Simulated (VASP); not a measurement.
# W16N (a cell with a defect) in VASP: single point with PBE

Aim: the single point of W16N (a cell with a defect) with PBE.

Program: VASP 6.6.1. These are calculated values, not measurements. Logs are shortened: lines on timing, memory, paths and dates and some standing lists are left out, and cuts for length are marked.

## Step 1: The cell of the first run

The cell holds a defect, 17 atoms: a = 6.320 Å, b = 6.320 Å, c = 6.320 Å, α = 90.00°, β = 90.00°, γ = 90.00°.

## Step 2: Single point, PBE

Contents of INCAR:

```
ALGO     = Normal         # electronic algorithm
EDIFF    = 1E-6           # SCF threshold, eV
ENCUT    = 520            # plane-wave cutoff, eV
GGA      = PE             # functional
ISIF     = 2              # what is computed and relaxed
ISMEAR   = 0              # smearing method
LASPH    = True           # aspherical terms in the spheres
LCHARG   = False          # write CHGCAR
LREAL    = Auto         
LWAVE    = False          # write WAVECAR
NBANDS   = 128            # bands
NELM     = 100            # most SCF steps
PREC     = Accurate       # precision mode
SIGMA    = 0.15           # smearing width, eV
```

Contents of KPOINTS:

```
k-points
0
Gamma
  3 3 3
```

Contents of POSCAR:

```
W16N
1.0
    6.3200000000      0.0000000000      0.0000000000
    0.0000000000      6.3200000000      0.0000000000
    0.0000000000      0.0000000000      6.3200000000
W N
16 1
Direct
   -0.0005808544     -0.0020395570      0.0069175633
    0.4994261076     -0.0459401899      0.0069262658
   -0.0005928797      0.5007313291      0.0069542722
   -0.0005522152      0.0048170886      0.5069882911
    0.2494273734      0.2493656646      0.2568838608
    0.4994229430      0.5449500000      0.0069200949
    0.4994006329     -0.0019949367      0.5069185127
    0.7494107595      0.2493441456      0.2569231013
   -0.0005659810      0.4939077532      0.5069950949
    0.2405414557      0.7492870253      0.2657662975
    0.2494620253      0.2493487342      0.7569897152
    0.4994031646      0.5006819620      0.5069378165
    0.7582811709      0.7492943038      0.2657995253
    0.7493808544      0.2493294304      0.7569696203
    0.2405943038      0.7493962025      0.7480632911
    0.7582284810      0.7494055380      0.7480363924
    0.4994397152      0.2495174051      0.0069651899
```

Potentials or basis: VASP PAW PBE potentials, release 64 (W_sv, N).

Command:

```
cat potpaw_PBE.64/W_sv/POTCAR potpaw_PBE.64/N/POTCAR > POTCAR
mpirun -np 1 vasp_std > vasp.out
```

OUTCAR:

```text
EDIFF = 1E-6
   ENCUT = 520
   GGA = PE
   ISIF = 2
   ISMEAR = 0
   LASPH = True
   LREAL = Auto
   NELM = 100
   PREC = Accurate

 ion  position               nearest neighbor table
   1  0.999  0.998  0.007-  15 2.73  16 2.73  10 2.73  13 2.73  14 2.74  11 2.74   5 2.74   8 2.74
                             3 3.14   4 3.16   4 3.16   2 3.17   2 3.17   3 3.18
   2  0.499  0.954  0.007-  17 1.87   6 2.59  16 2.65  15 2.65  13 2.65  10 2.65  14 2.91  11 2.91
                             8 2.91   5 2.91   1 3.17   7 3.17   1 3.17   7 3.17
   3  0.999  0.501  0.007-  10 2.73  13 2.73  15 2.73  16 2.73   5 2.74   8 2.74  11 2.74  14 2.74
                             1 3.14   9 3.16   9 3.16   6 3.17   6 3.17   1 3.18
   4  0.999  0.005  0.507-  15 2.69  16 2.69  10 2.69  13 2.69  11 2.72  14 2.72   8 2.72   5 2.72
                             9 3.09   1 3.16   7 3.16   7 3.16   1 3.16   9 3.23
   5  0.249  0.249  0.257-  17 2.23   4 2.72   9 2.72   3 2.74  12 2.74   7 2.74   1 2.74   2 2.91
                             6 2.91  11 3.16   8 3.16   8 3.16  10 3.16  11 3.16  10 3.16
   6  0.499  0.545  0.007-  17 1.87   2 2.59  10 2.65  13 2.65  15 2.65  16 2.65  11 2.91  14 2.91
                             5 2.91   8 2.91   3 3.17  12 3.17   3 3.17  12 3.17
   7  0.499  0.998  0.507-  16 2.73  15 2.73  13 2.73  10 2.73   8 2.74  11 2.74  14 2.74   5 2.74
                            12 3.14   4 3.16   4 3.16   2 3.17   2 3.17  12 3.18
   8  0.749  0.249  0.257-  17 2.23   4 2.72   9 2.72   7 2.74   3 2.74  12 2.74   1 2.74   2 2.91
                             6 2.91  14 3.16   5 3.16   5 3.16  14 3.16  13 3.16  13 3.16
   9  0.999  0.494  0.507-  10 2.69  15 2.69  13 2.69  16 2.69  11 2.72  14 2.72   5 2.72   8 2.72
                             4 3.09   3 3.16  12 3.16  12 3.16   3 3.16   4 3.23
  10  0.241  0.749  0.266-   6 2.65   2 2.65   9 2.69   4 2.69   3 2.73  12 2.73   1 2.73   7 2.73
                            13 3.05  15 3.05   5 3.16   5 3.16  15 3.27  13 3.27
  11  0.249  0.249  0.757-  17 2.23   4 2.72   9 2.72  12 2.74   7 2.74   1 2.74   3 2.74   2 2.91
                             6 2.91   5 3.16  14 3.16  14 3.16   5 3.16  15 3.16  15 3.16
  12  0.499  0.501  0.507-  13 2.73  10 2.73  15 2.73  16 2.73  11 2.74   5 2.74   8 2.74  14 2.74
                             7 3.14   9 3.16   9 3.16   6 3.17   6 3.17   7 3.18
  13  0.758  0.749  0.266-   6 2.65   2 2.65   9 2.69   4 2.69   3 2.73  12 2.73   1 2.73   7 2.73
                            16 3.05  10 3.05   8 3.16   8 3.16  10 3.27  16 3.27
  14  0.749  0.249  0.757-  17 2.23   4 2.72   9 2.72   1 2.74   7 2.74  12 2.74   3 2.74   2 2.91
                             6 2.91  11 3.16   8 3.16   8 3.16  11 3.16  16 3.16  16 3.16
  15  0.241  0.749  0.748-   6 2.65   2 2.65   4 2.69   9 2.69   7 2.73   1 2.73  12 2.73   3 2.73
                            10 3.05  16 3.05  11 3.16  11 3.16  16 3.27  10 3.27
  16  0.758  0.749  0.748-   6 2.65   2 2.65   4 2.69   9 2.69   7 2.73   1 2.73  12 2.73   3 2.73
                            13 3.05  15 3.05  14 3.16  14 3.16  15 3.27  13 3.27
  17  0.499  0.250  0.007-   6 1.87   2 1.87   8 2.23   5 2.23  14 2.23  11 2.23

  LATTYP: Found a simple cubic cell.
 ALAT       =     6.3200000000

  Lattice vectors:

 A1 = (   6.3200000000,   0.0000000000,   0.0000000000)
 A2 = (   0.0000000000,   6.3200000000,   0.0000000000)
 A3 = (   0.0000000000,   0.0000000000,   6.3200000000)
[... 166 lines left out ...]
     AMIX_MAG =   1.60;   BMIX_MAG =  1.00
  volume/ion in A,a.u.               =      14.85       100.21
  Fermi-wavevector in a.u.,A,eV,Ry     =   1.584782  2.994804 34.171502  2.511535
  Thomas-Fermi vector in A             =   2.684347
   LORBIT       =      0    0 simple, 1 ext, 2 COOP (PROOUT), +10 PAW based schemes
   GGA     = PE    functional components
   LHFCALC =     F    Hartree Fock is set to
   AEXX    =    0.0000 exact exchange contribution
   IVDW    =     0    specifies the selected vdW correction
   LEPSILON=     F    determine dielectric tensor
   LRPA    =     F    only Hartree local field effects (RPA)
 non-spin polarized calculation
 Gauss-broadening in eV      SIGMA  =   0.15
  energy-cutoff  :      520.00
  volume of cell :      252.44
 maximum number of plane-waves:      6859
   NGX = 23   NGY = 23   NGZ = 23

 number of electron     228.9999994 magnetization

 Free energy of the ion-electron system (eV)
  ---------------------------------------------------
  ext. energy  EPLUGINS =         0.00000000
  ---------------------------------------------------
  free energy    TOTEN  =      -213.31436627 eV

  energy without entropy =     -213.22203267  energy(sigma->0) =     -213.26819947

 E-fermi :  11.9495     XC(G=0): -13.7802

 val. band max:       11.9434455823   @ k =   0.3333   0.0000   0.3333
 cond. band min:      11.9524019428   @ k =   0.0000   0.0000   0.3333
 fundamental gap:      0.0089563605
 Fermi energy:        11.9495297788

 k-point     1 :       0.0000    0.0000    0.0000
  band No.  band energies     occupation
      1     -62.4424      2.00000
      2     -62.4091      2.00000
      3     -62.4091      2.00000
      4     -62.3997      2.00000
      5     -62.3432      2.00000
      6     -62.2736      2.00000
[... 1795 lines left out ...]
    125      13.6794      0.00000
    126      13.9233      0.00000
 [bands above 126 left out]

------------------------ aborting loop because EDIFF is reached ----------------------------------------

  FORCE on cell =-STRESS in cart. coord.  units (eV):
  Direction    XX          YY          ZZ          XY          YZ          ZX
  --------------------------------------------------------------------------------------
  -------------------------------------------------------------------------------------
  Total       21.7938462     43.1463396     21.7848500     -0.0033953     -0.0019182     -0.0052301
  in kB      138.3226276    273.8440471    138.2655293     -0.0215498     -0.0121746     -0.0331950
  external PRESSURE =     183.4774013 kB  Pullay stress =       0.0000000 kB

 VOLUME and BASIS-vectors are now :
 -----------------------------------------------------------------------------
  energy-cutoff  :      520.00
  volume of cell :      252.44
      direct lattice vectors                 reciprocal lattice vectors
     6.320000000  0.000000000  0.000000000     0.158227848  0.000000000  0.000000000
     0.000000000  6.320000000  0.000000000     0.000000000  0.158227848  0.000000000
     0.000000000  0.000000000  6.320000000     0.000000000  0.000000000  0.158227848

 POSITION                                       TOTAL-FORCE (eV/Angst)
 -----------------------------------------------------------------------------------
      6.31633      6.30711      0.04372        -0.000503      0.005068      0.004789
      3.15637      6.02966      0.04377         0.000362     -0.098003      0.006466
      6.31625      3.16462      0.04395         0.000202     -0.002560     -0.003130
      6.31651      0.03044      3.20417        -0.003280      0.013567     -0.008946
      1.57638      1.57599      1.62351        -0.020056     -0.001908      0.022915
      3.15635      3.44408      0.04373         0.002280      0.078440     -0.000298
[... 9 lines left out ...]
      4.79200      4.73624      4.72759         0.008709     -0.003057     -0.002282
      3.15646      1.57695      0.04402        -0.000564     -0.007313      0.000617
 -----------------------------------------------------------------------------------
    total drift:                                0.001808     -0.001916     -0.017987

  FREE ENERGIE OF THE ION-ELECTRON SYSTEM (eV)
  ---------------------------------------------------
  free  energy   TOTEN  =      -213.3143662694 eV

  energy  without entropy=     -213.2220326726  energy(sigma->0) =     -213.26819947
```

Run time: 7.1 min. Hardware: 1 thread of Intel Xeon 6975P-C (Granite Rapids), shared host; peak memory 0.48 GiB.

Results:

```
Free energy            : -213.3144 eV
Pressure               : 18.3 GPa
Largest force          : 0.098 eV/Å
Band gap on the k mesh : zero (an odd number of electrons rules out a gap without spin polarisation)
```

Forces in eV/Å, atoms in the order of the input:
```
W   -0.001  0.005  0.005
W    0.000 -0.098  0.006
W    0.000 -0.003 -0.003
W   -0.003  0.014 -0.009
W   -0.020 -0.002  0.023
W    0.002  0.078  0.000
W    0.002  0.001 -0.002
W    0.020  0.000  0.020
W   -0.003 -0.017 -0.003
W   -0.005  0.012  0.009
W   -0.023  0.004 -0.023
W    0.002  0.003 -0.001
W    0.004  0.011  0.006
W    0.022  0.006 -0.021
W   -0.007 -0.003 -0.005
W    0.009 -0.003 -0.002
N   -0.001 -0.007  0.001
```

Stress tensor (GPa, compression positive):
```
13.83  0.00  0.00
 0.00 27.38  0.00
 0.00  0.00 13.83
```

Levels at points of the mesh, in eV from the Fermi level:
```csv
k point,band 113,band 114,band 115,band 116,band 117,band 118
"(0.00, 0.00, 0.00)",-0.55,-0.36,0.36,0.36,0.47,0.49
```

Caveat: spin-orbit coupling is left out, which moves the levels of the heavy elements.
